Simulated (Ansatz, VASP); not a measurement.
# GaN: VASP beside Ansatz

INCAR

```
  PREC = Accurate
  ENCUT = 520
  EDIFF = 1E-7
  ISMEAR = 0
  SIGMA = 0.01
  LREAL = False
  LASPH = True
  NELM = 100
  ALGO = Normal
  ISIF = 2
  LWAVE = False
  LCHARG = False
  GGA = PS
  NBANDS = 26
```

The input KPOINTS:

```
Automatic mesh
0
Gamma
  12 12 6
```

Contents of POSCAR:

```
GaN
1.0
    3.1828215508      0.0000000000      0.0000000000
   -1.5914107754      2.7564043187      0.0000000000
    0.0000000000      0.0000000000      5.1856744261
Ga N
2 2
Direct
    0.3333333333      0.6666666667     -0.0460764110
    0.6666666667      0.3333333333      0.4539235890
    0.3333333333      0.6666666667      0.4230764110
    0.6666666667      0.3333333333      0.9230764110
```

Input for Ansatz:

```yaml
crystal:
  lattice:
    - [3.1828215508, 0.0, 0.0]
    - [-1.5914107754, 2.7564043187, 0.0]
    - [0.0, 0.0, 5.1856744261]
  atoms:
    - { symbol: Ga, position: [0.3333333333, 0.6666666667, -0.046076411] }
    - { symbol: Ga, position: [0.6666666667, 0.3333333333, 0.453923589] }
    - { symbol: "N", position: [0.3333333333, 0.6666666667, 0.423076411] }
    - { symbol: "N", position: [0.6666666667, 0.3333333333, 0.923076411] }
basis:
  ecutwfc: 420
  xc_grid: 2
kpoints:
  mp_grid: { grid: [12, 12, 6] }
hamiltonian:
  xc: pbesol
  pseudopotentials: { kind: paw, azcp: { folder: soft_1 } }
scf:
  occupations: { method: fixed }
output:
  forces: true
  stress: true
  eigenvalues: true
  polarization: {}
```

Change from the starting cell: polar distortion scaled by 0.25.

Alike in both runs: task single point; functional PBEsol; k mesh 12 × 12 × 6; no spin polarisation.

|  | VASP | Ansatz |
| --- | --- | --- |
| version | VASP 6.6.1 | Ansatz 0.2.0 |
| potentials or method | VASP PAW PBE potentials, release 64 (Ga_d, N), cutoff 520 eV | scalar-relativistic, plane waves, PAW |
| occupations | gaussian, width 0.01 eV | fixed |
| valence electrons in the cell | 36 | 36 |

|  | VASP | Ansatz | Ansatz less VASP |
| --- | --- | --- | --- |
| gap on the k mesh at the Fermi level (eV) | 1.86 | 1.85 | -0.010 |
| least direct gap on the mesh (eV) | 1.86 | 1.85 | -0.010 |
| pressure (GPa) | 8.5 | 8.9 | +0.40 |
| traceless stress, the component that is largest in VASP (GPa) | -11.26 | -11.76 | -0.506 |
| rms of the force components (eV/Å) | 0.461 | 0.467 | +0.0063 |

VASP's potentials were made for PBE, not for PBEsol, and Ansatz warns of the same on its side. Atom by atom the forces differ by 0.006 eV/Å (rms over components).
